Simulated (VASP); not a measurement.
A run of VASP 6.6.1 is set up as follows.

Contents of INCAR:

```
SYSTEM = Bi2Se3
  PREC = Accurate
  ENCUT = 520
  EDIFF = 1E-7
  ISMEAR = -1
  SIGMA = 0.02
  LREAL = .FALSE.
  LASPH = .TRUE.
  NELM = 80
  ALGO = Normal
  ISIF = 2
  LWAVE = .FALSE.
  LCHARG = .TRUE.
  GGA = PE
  LELF = .TRUE.
  LVHAR = .TRUE.
  NBANDS = 32
```

Contents of KPOINTS:

```
regular mesh
0
G
  8 8 8
  0 0 0
```

POSCAR

```
Bi2Se3
1.0
    2.1126072404      1.2197143590      9.9494025410
   -2.1126072404      1.2197143590      9.9494025410
    0.0000000000     -2.4394287179      9.9494025410
Bi Se
2 3
Direct
    0.3976551175      0.3976551175      0.3976551175
    0.6023448825      0.6023448825      0.6023448825
    0.2179664609      0.2179664609      0.2179664609
    0.7820335391      0.7820335391      0.7820335391
    0.0000000000      0.0000000000      0.0000000000
```

Potentials or basis: VASP PAW PBE potentials, release 64 (Bi_d, Se).

Command:

```console
$ cat potpaw_PBE.64/Bi_d/POTCAR potpaw_PBE.64/Se/POTCAR > POTCAR
$ mpirun -np 1 vasp_std > vasp.out
```

(1) Estimate the largest force.

(2) Predict the pressure.

## Answers

(1) 0.144 eV/Å.

(2) 0.3 GPa.

Caveat: the cell differs from its parent crystal (strain +2.0%).
